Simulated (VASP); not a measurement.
# Pd (Fm-3m) in VASP: a series of runs

Pd is run at these levels: PBEsol-based screened hybrid with 25 % exact exchange; tasks: single point.

Everything below comes from runs of VASP 6.6.1. Logs are shortened: lines on timing, memory, paths and dates and some standing lists are left out, and cuts for length are marked.

**1. The cell of the first run**

Symmetry: Fm-3m, No. 225, cubic system. The conventional cell has a = 3.814 Å, b = 3.814 Å, c = 3.814 Å, α = 90.00°, β = 90.00°, γ = 90.00°. Within 3.6 Å of Pd (site symmetry m-3m) lie 12 Pd at 2.70 Å.

**2. Single point, PBEsol-based screened hybrid with 25 % exact exchange**

The input, POSCAR:

```
Pd
1.0
    0.0000000000      1.9067643606      1.9067643606
    1.9067643606      0.0000000000      1.9067643606
    1.9067643606      1.9067643606      0.0000000000
Pd
1
Direct
    0.0000000000      0.0000000000      0.0000000000
```

The input, INCAR.step1:

```
SYSTEM = Pd
PREC = Accurate ; ENCUT = 520
EDIFF = 1E-5 ; ISMEAR = -1
SIGMA = 0.05 ; LREAL = .False.
LASPH = .True. ; NELM = 100
ALGO = Normal ; ISIF = 2
LWAVE = .True. ; LCHARG = .False.
GGA = PE ; NBANDS = 11
```

The input, INCAR.step2:

```
SYSTEM = Pd
PREC = Accurate ; ENCUT = 520
EDIFF = 1E-7 ; ISMEAR = -1
SIGMA = 0.05 ; LREAL = .False.
LASPH = .True. ; NELM = 100
ALGO = Normal ; ISIF = 2
LWAVE = .False. ; LCHARG = .False.
GGA = PS ; LHFCALC = .True.
AEXX = 0.25 ; HFSCREEN = 0.207
PRECFOCK = Normal ; ISTART = 1
NBANDS = 11
```

The input, KPOINTS:

```
Automatic mesh
0
Gamma
  6 6 6
  0 0 0
```

Potentials or basis: VASP PAW PBE potentials, release 64 (Pd).

Run with:

```
cat potpaw_PBE.64/Pd/POTCAR > POTCAR
cp INCAR.step1 INCAR
mpirun -np 1 vasp_std > vasp.out
cp INCAR.step2 INCAR
mpirun -np 1 vasp_std > vasp.out
```

OUTCAR:

```text
SYSTEM = Pd
   PREC = Accurate
   ENCUT = 520
   EDIFF = 1E-7
   ISMEAR = -1
   LREAL = .False.
   LASPH = .True.
   NELM = 100
   ISIF = 2
   GGA = PS
   LHFCALC = .True.
   AEXX = 0.25
   HFSCREEN = 0.207
   PRECFOCK = Normal
   ISTART = 1

 ion  position               nearest neighbor table
   1  0.000  0.000  0.000-

  LATTYP: Found a face centered cubic cell.
 ALAT       =     3.8135287212

  Lattice vectors:

 A1 = (   0.0000000000,   1.9067643606,   1.9067643606)
 A2 = (   1.9067643606,   0.0000000000,   1.9067643606)
 A3 = (   1.9067643606,   1.9067643606,   0.0000000000)

Analysis of symmetry for initial positions (statically):
=====================================================================
 Subroutine PRICEL returns:
 Original cell was already a primitive cell.

 Routine SETGRP: Setting up the symmetry group for a
 face centered cubic supercell.

 Subroutine GETGRP returns: Found 48 space group operations
 (whereof 48 operations were pure point group operations)
 out of a pool of 48 trial point group operations.

The static configuration has the point symmetry O_h .

Analysis of symmetry for dynamics (positions and initial velocities):
=====================================================================
 Subroutine PRICEL returns:
 Original cell was already a primitive cell.

 Routine SETGRP: Setting up the symmetry group for a
 face centered cubic supercell.

 Subroutine GETGRP returns: Found 48 space group operations
 (whereof 48 operations were pure point group operations)
 out of a pool of 48 trial point group operations.

The dynamic configuration has the point symmetry O_h .

 Subroutine INISYM returns: Found 48 space group operations
 (whereof 48 operations are pure point group operations),
 and found     1 'primitive' translations

----------------------------------------------------------------------------------------

                                     Primitive cell

  volume of cell :      13.8650

  direct lattice vectors                    reciprocal lattice vectors
     0.000000000  1.906764361  1.906764361    -0.262224326  0.262224326  0.262224326
     1.906764361  0.000000000  1.906764361     0.262224326 -0.262224326  0.262224326
     1.906764361  1.906764361  0.000000000     0.262224326  0.262224326 -0.262224326

  length of vectors
     2.696572019  2.696572019  2.696572019     0.454185856  0.454185856  0.454185856

  position of ions in fractional coordinates (direct lattice)
     0.000000000  0.000000000  0.000000000

  ion indices of the primitive-cell ions
   primitive index   ion index
                 1           1

----------------------------------------------------------------------------------------

 KPOINTS: Automatic mesh

Automatic generation of k-mesh.
 Grid dimensions read from file:
 generate k-points for:    6    6    6

 Generating k-lattice:

  Cartesian coordinates                     Fractional coordinates (reciprocal lattice)
    -0.043704054  0.043704054  0.043704054     0.166666667  0.000000000  0.000000000
     0.043704054 -0.043704054  0.043704054     0.000000000  0.166666667  0.000000000
     0.043704054  0.043704054 -0.043704054     0.000000000  0.000000000  0.166666667

  Length of vectors
     0.075697643  0.075697643  0.075697643

  Shift w.r.t. Gamma in fractional coordinates (k-lattice)
     0.000000000  0.000000000  0.000000000

 Subroutine IBZKPT returns following result:
 ===========================================

 Found     16 irreducible k-points:

 Following reciprocal coordinates:
            Coordinates               Weight
  0.000000  0.000000  0.000000      1.000000
  0.166667  0.000000  0.000000      8.000000
  0.333333  0.000000  0.000000      8.000000
  0.500000  0.000000  0.000000      4.000000
  0.166667  0.166667  0.000000      6.000000
  0.333333  0.166667  0.000000     24.000000
[... 8 lines left out ...]
 -0.333333  0.333333  0.166667     24.000000
 -0.333333  0.500000  0.166667     12.000000
[... 37 lines left out ...]
  volume of cell :       13.87
 maximum number of plane-waves:       388
  NGX = 16; NGY = 16; NGZ = 16

 number of electron      10.0000003 magnetization

 Free energy of the ion-electron system (eV)
  ---------------------------------------------------
  ext. energy  EPLUGINS =         0.00000000
  ---------------------------------------------------
  free energy    TOTEN  =        -6.49126693 eV

  energy without entropy =       -6.47276196  energy(sigma->0) =       -6.48201444

 E-fermi :   9.8807     XC(G=0): -11.1553

 val. band max:        9.8309724624   @ k =   0.3333   0.3333   0.0000
 cond. band min:       9.8933515374   @ k =   0.5000   0.1667   0.0000
 fundamental gap:      0.0623790750
 Fermi energy:         9.8807381690

 k-point     1 :       0.0000    0.0000    0.0000
  band No.  band energies     occupation
      1       1.8890      2.00000
      2       6.2708      2.00000
      3       6.2708      2.00000
      4       6.2708      2.00000
      5       8.0097      2.00000
      6       8.0097      2.00000
      7      28.8120      0.00000
      8      34.1431      0.00000
      9      34.1431      0.00000
     10      34.1431      0.00000
     11      39.5187      0.00000

 k-point     2 :       0.1667    0.0000    0.0000
  band No.  band energies     occupation
      1       2.9686      2.00000
      2       6.0505      2.00000
      3       6.5773      2.00000
      4       6.5773      2.00000
      5       7.9746      2.00000
      6       7.9746      2.00000
      7      29.3559      0.00000
      8      30.3086      0.00000
      9      35.4228      0.00000
     10      35.4228      0.00000
     11      39.1906      0.00000

 k-point     3 :       0.3333    0.0000    0.0000
  band No.  band energies     occupation
      1       3.7487      2.00000
      2       6.3794      2.00000
      3       6.3794      2.00000
      4       8.1646      2.00000
      5       8.9856      2.00000
      6       8.9856      2.00000
      7      23.5474      0.00000
      8      29.2231      0.00000
      9      35.5770      0.00000
     10      35.5770      0.00000
     11      39.1156      0.00000
[... 155 lines left out ...]
 k-point    15 :      -0.3333    0.3333    0.1667
  band No.  band energies     occupation
      1       4.8374      2.00000
      2       5.1533      2.00000
      3       6.2694      2.00000
      4       7.7953      2.00000
      5       9.8288      1.47737
      6      17.8133      0.00000
      7      19.4256      0.00000
      8      25.9075      0.00000
      9      26.2220      0.00000
     10      35.1420      0.00000
     11      39.0373      0.00000

 k-point    16 :      -0.3333    0.5000    0.1667
  band No.  band energies     occupation
      1       4.0414      2.00000
      2       4.5614      2.00000
      3       7.3647      2.00000
      4       8.4743      2.00000
      5      10.4267      0.00004
      6      18.0623      0.00000
      7      22.6300      0.00000
      8      22.8795      0.00000
      9      23.7777      0.00000
     10      36.2725      0.00000
     11      39.2612      0.00000

------------------------ aborting loop because EDIFF is reached ----------------------------------------

  FORCE on cell =-STRESS in cart. coord.  units (eV):
  Direction    XX          YY          ZZ          XY          YZ          ZX
  --------------------------------------------------------------------------------------
  -------------------------------------------------------------------------------------
  Total        0.6406314      0.6406314      0.6406314      0.0000000      0.0000000      0.0000000
  in kB       74.0282920     74.0282920     74.0282920      0.0000000      0.0000000      0.0000000
  external PRESSURE =      74.0282920 kB  Pullay stress =       0.0000000 kB

 VOLUME and BASIS-vectors are now :
 -----------------------------------------------------------------------------
  energy-cutoff  :      520.00
  volume of cell :       13.87
      direct lattice vectors                 reciprocal lattice vectors
     0.000000000  1.906764361  1.906764361    -0.262224326  0.262224326  0.262224326
     1.906764361  0.000000000  1.906764361     0.262224326 -0.262224326  0.262224326
     1.906764361  1.906764361  0.000000000     0.262224326  0.262224326 -0.262224326

 POSITION                                       TOTAL-FORCE (eV/Angst)
 -----------------------------------------------------------------------------------
      0.00000      0.00000      0.00000        -0.000000      0.000000      0.000000
 -----------------------------------------------------------------------------------
    total drift:                               -0.000004     -0.000008     -0.000008

  FREE ENERGIE OF THE ION-ELECTRON SYSTEM (eV)
  ---------------------------------------------------
  free  energy   TOTEN  =        -6.4912669283 eV

  energy  without entropy=       -6.4727619611  energy(sigma->0) =       -6.48201444
```

It took 14 min on 1 thread of Intel Xeon 8259CL, shared host; peak memory 0.23 GiB.

Results:

```
Free energy            : -6.4913 eV
Pressure               : 7.4 GPa
Band gap on the k mesh : zero (bands 5 and 6 overlap by 2.48 eV)
```

Levels at points of the mesh, in eV from the Fermi level:
```
           k point  band 1  band 2  band 3  band 4  band 5  band 6  band 7  band 8  band 9  band 10
(0.00, 0.00, 0.00)   -7.99   -3.61   -3.61   -3.61   -1.87   -1.87   18.93   24.26   24.26    24.26
(0.50, 0.00, 0.00)   -6.36   -3.76   -3.76   -0.06   -0.06    1.56    9.33   18.26   23.69    23.69
(0.50, 0.50, 0.00)   -6.69   -6.29   -0.35    0.57    0.57    4.29   13.07   15.19   15.19    24.60
```

Caveat: the k points lie up to 0.48 Å⁻¹ apart, too coarse for converged energies and pressures of a metal; the PAW data sets were made with another functional, which shifts forces and pressure a little.

**3. Single point, PBEsol-based screened hybrid with 25 % exact exchange**

This run uses another cell than the first one, of 14.16 Å³/atom.

The input, POSCAR:

```
Pd
1.0
    0.0000000000      1.9201927211      1.9201927211
    1.9201927211      0.0000000000      1.9201927211
    1.9201927211      1.9201927211      0.0000000000
Pd
1
Direct
    0.0000000000      0.0000000000      0.0000000000
```

The input, INCAR.step1:

```
PREC = Accurate ; ENCUT = 520
EDIFF = 1E-5 ; ISMEAR = -1
SIGMA = 0.05 ; LREAL = False
LASPH = True ; NELM = 60
ALGO = Normal ; ISIF = 2
LWAVE = True ; LCHARG = False
NBANDS = 11 ; GGA = PE
```

The input, INCAR.step2:

```
PREC = Accurate ; ENCUT = 520
EDIFF = 1E-6 ; ISMEAR = -1
SIGMA = 0.05 ; LREAL = False
LASPH = True ; NELM = 60
ALGO = Normal ; ISIF = 2
LWAVE = False ; LCHARG = False
GGA = PS ; LHFCALC = True
AEXX = 0.25 ; HFSCREEN = 0.207
PRECFOCK = Normal ; NBANDS = 11
ISTART = 1
```

The input, KPOINTS:

```
Automatic mesh
0
Gamma
  6 6 6
```

Potentials or basis: VASP PAW PBE potentials, release 64 (Pd).

Run with:

```
cat potpaw_PBE.64/Pd/POTCAR > POTCAR
cp INCAR.step1 INCAR
mpirun -np 1 vasp_std > vasp.out
cp INCAR.step2 INCAR
mpirun -np 1 vasp_std > vasp.out
```

It took 11 min on 1 thread of Intel Xeon 8259CL, shared host; peak memory 0.23 GiB.

The run converged. Its results:

| Quantity | Value |
| --- | --- |
| Free energy | -6.5008 eV |
| Pressure | 2.7 GPa |
| Band gap on the k mesh | zero (bands 5 and 6 overlap by 2.40 eV) |

Levels at points of the mesh, in eV from the Fermi level:
```csv
k point,band 1,band 2,band 3,band 4,band 5,band 6,band 7,band 8,band 9,band 10
"(0.00, 0.00, 0.00)",-7.81,-3.50,-3.50,-3.50,-1.82,-1.82,18.91,24.11,24.11,24.11
"(0.50, 0.00, 0.00)",-6.18,-3.64,-3.64,-0.07,-0.07,1.60,9.13,18.22,23.47,23.47
"(0.50, 0.50, 0.00)",-6.49,-6.10,-0.35,0.55,0.55,4.29,12.83,15.05,15.05,24.24
```

Caveat: the k points lie up to 0.47 Å⁻¹ apart, too coarse for converged energies and pressures of a metal; the PAW data sets were made with another functional, which shifts forces and pressure a little.

**4. Single point, PBEsol-based screened hybrid with 25 % exact exchange**

This run uses another cell than the first one, of 14.46 Å³/atom.

The input, POSCAR:

```
Pd
1.0
    0.0000000000      1.9334358480      1.9334358480
    1.9334358480      0.0000000000      1.9334358480
    1.9334358480      1.9334358480      0.0000000000
Pd
1
Direct
    0.0000000000      0.0000000000      0.0000000000
```

The input, INCAR.step1:

```
PREC = Accurate
ENCUT = 520
EDIFF = 1E-5
ISMEAR = -1
SIGMA = 0.05
LREAL = F
LASPH = T
NELM = 80
ALGO = Normal
ISIF = 2
LWAVE = T
GGA = PE
NBANDS = 11
```

The input, INCAR.step2:

```
PREC = Accurate
ENCUT = 520
EDIFF = 1E-7
ISMEAR = -1
SIGMA = 0.05
LREAL = F
LASPH = T
NELM = 80
ALGO = Normal
ISIF = 2
LWAVE = F
LCHARG = T
GGA = PS
LHFCALC = T
AEXX = 0.25
HFSCREEN = 0.207
PRECFOCK = Normal
LELF = T
LVHAR = T
ISTART = 1
NBANDS = 11
```

The input, KPOINTS:

```
regular mesh
0
Gamma
  6 6 6
```

Run with:

```
cat potpaw_PBE.64/Pd/POTCAR > POTCAR
cp INCAR.step1 INCAR
mpirun -np 1 vasp_std > vasp.out
cp INCAR.step2 INCAR
mpirun -np 1 vasp_std > vasp.out
```

It took 12 min on 1 thread of Intel Xeon 8259CL, shared host; peak memory 0.23 GiB.

The run converged. Its results:

| Quantity | Value |
| --- | --- |
| Free energy | -6.5024 eV |
| Pressure | -1.3 GPa |
| Band gap on the k mesh | zero (bands 5 and 6 overlap by 2.33 eV) |

Levels at points of the mesh, in eV from the Fermi level:
```tsv
k point	band 2	band 3	band 4	band 5	band 6	band 7	band 8	band 9
(0.00, 0.00, 0.00)	-3.39	-3.39	-3.39	-1.77	-1.77	18.88	23.96	23.96
(0.50, 0.00, 0.00)	-3.53	-3.53	-0.08	-0.08	1.64	8.95	18.19	23.24
(0.50, 0.50, 0.00)	-5.91	-0.35	0.53	0.53	4.29	12.59	14.92	14.92
```

Caveat: the k points lie up to 0.47 Å⁻¹ apart, too coarse for converged energies and pressures of a metal; the PAW data sets were made with another functional, which shifts forces and pressure a little.

**5. Single point, PBEsol-based screened hybrid with 25 % exact exchange**

This run uses another cell than the first one, of 14.75 Å³/atom.

The input, POSCAR:

```
Pd
1.0
    0.0000000000      1.9465000000      1.9465000000
    1.9465000000      0.0000000000      1.9465000000
    1.9465000000      1.9465000000      0.0000000000
Pd
1
Direct
    0.0000000000      0.0000000000      0.0000000000
```

The input, INCAR.step1:

```
SYSTEM = Pd
PREC = Accurate ; ENCUT = 520
EDIFF = 1E-5 ; ISMEAR = -1
SIGMA = 0.05 ; LREAL = .FALSE.
LASPH = .TRUE. ; NELM = 80
ALGO = Normal ; ISIF = 2
LWAVE = .TRUE. ; LCHARG = .FALSE.
NBANDS = 11 ; GGA = PE
```

The input, INCAR.step2:

```
SYSTEM = Pd
PREC = Accurate ; ENCUT = 520
EDIFF = 1E-7 ; ISMEAR = -1
SIGMA = 0.05 ; LREAL = .FALSE.
LASPH = .TRUE. ; NELM = 80
ALGO = Normal ; ISIF = 2
LWAVE = .FALSE. ; LCHARG = .FALSE.
GGA = PS ; LHFCALC = .TRUE.
AEXX = 0.25 ; HFSCREEN = 0.207
PRECFOCK = Normal ; NBANDS = 11
ISTART = 1
```

The input, KPOINTS:

```
regular mesh
0
G
  6 6 6
  0 0 0
```

Run with:

```
cat potpaw_PBE.64/Pd/POTCAR > POTCAR
cp INCAR.step1 INCAR
mpirun -np 1 vasp_std > vasp.out
cp INCAR.step2 INCAR
mpirun -np 1 vasp_std > vasp.out
```

Run time: 14 min. Hardware: 1 thread of Intel Xeon 8259CL, shared host; peak memory 0.23 GiB.

Results (log left out):

```
Free energy            : -6.4968 eV
Pressure               : -4.9 GPa
Band gap on the k mesh : zero (bands 5 and 6 overlap by 2.27 eV)
```

Levels at points of the mesh, in eV from the Fermi level:
```tsv
k point	band 1	band 2	band 3	band 4	band 5	band 6	band 7	band 8	band 9	band 10
(0.00, 0.00, 0.00)	-7.46	-3.29	-3.29	-3.29	-1.72	-1.72	18.85	23.82	23.82	23.82
(0.50, 0.00, 0.00)	-5.83	-3.42	-3.42	-0.08	-0.08	1.69	8.78	18.16	23.02	23.02
(0.50, 0.50, 0.00)	-6.11	-5.73	-0.35	0.52	0.52	4.29	12.37	14.80	14.80	23.57
```

Caveat: the k points lie up to 0.47 Å⁻¹ apart, too coarse for converged energies and pressures of a metal; the PAW data sets were made with another functional, which shifts forces and pressure a little.

**6. Single point, PBEsol-based screened hybrid with 25 % exact exchange**

This run uses another cell than the first one, of 15.05 Å³/atom.

The input, POSCAR:

```
Pd
1.0
    0.0000000000      1.9593911042      1.9593911042
    1.9593911042      0.0000000000      1.9593911042
    1.9593911042      1.9593911042      0.0000000000
Pd
1
Direct
    0.0000000000      0.0000000000      0.0000000000
```

The input, INCAR.step1:

```
PREC = Accurate ; ENCUT = 520
EDIFF = 1E-5 ; ISMEAR = -1
SIGMA = 0.05 ; LREAL = False
LASPH = True ; NELM = 60
ALGO = Normal ; ISIF = 2
LWAVE = True ; GGA = PE
NBANDS = 11
```

The input, INCAR.step2:

```
PREC = Accurate ; ENCUT = 520
EDIFF = 1E-6 ; ISMEAR = -1
SIGMA = 0.05 ; LREAL = False
LASPH = True ; NELM = 60
ALGO = Normal ; ISIF = 2
LWAVE = False ; LCHARG = True
GGA = PS ; LHFCALC = True
AEXX = 0.25 ; HFSCREEN = 0.207
PRECFOCK = Normal ; LELF = True
LVHAR = True ; ISTART = 1
NBANDS = 11
```

The input, KPOINTS:

```
regular mesh
0
Gamma
  6 6 6
```

Potentials or basis: VASP PAW PBE potentials, release 64 (Pd).

Run with:

```
cat potpaw_PBE.64/Pd/POTCAR > POTCAR
cp INCAR.step1 INCAR
mpirun -np 1 vasp_std > vasp.out
cp INCAR.step2 INCAR
mpirun -np 1 vasp_std > vasp.out
```

Wall time 9.9 min (1 thread of Intel Xeon 8259CL, shared host); peak memory 0.25 GiB.

It converged, with:

```
Free energy            : -6.4849 eV
Pressure               : -8.3 GPa
Band gap on the k mesh : zero (bands 5 and 6 overlap by 2.20 eV)
```

Levels at points of the mesh, in eV from the Fermi level:
```
           k point  band 3  band 4  band 5  band 6  band 7  band 8
(0.00, 0.00, 0.00)   -3.19   -3.19   -1.68   -1.68   18.83   23.68
(0.50, 0.00, 0.00)   -3.32   -0.09   -0.09    1.74    8.61   18.13
(0.50, 0.50, 0.00)   -0.35    0.50    0.50    4.30   12.16   14.68
```

Caveat: the k points lie up to 0.46 Å⁻¹ apart, too coarse for converged energies and pressures of a metal; the PAW data sets were made with another functional, which shifts forces and pressure a little.

**7. Summary**

| cell | gap on the mesh (eV) | pressure (GPa) |
| --- | --- | --- |
| a = 2.697 Å, angles 60.0°, 1 atom | none | 7.4 |
| a = 2.716 Å, angles 60.0°, 1 atom | none | 2.7 |
| a = 2.734 Å, angles 60.0°, 1 atom | none | -1.3 |
| a = 2.753 Å, angles 60.0°, 1 atom | none | -4.9 |
| a = 2.771 Å, angles 60.0°, 1 atom | none | -8.3 |

Alike in all rows: task single point; level PBEsol-based screened hybrid with 25 % exact exchange; potentials or basis VASP PAW PBE potentials, release 64 (Pd); no spin polarisation; k mesh 6 × 6 × 6; cutoff (eV) 520; smearing fermi-dirac 0.05 eV.

Caveats: all runs use coarse meshes; the PAW data sets were made with another functional, which shifts forces and pressure a little.

Absolute energies hang on the potentials; compare differences alone.
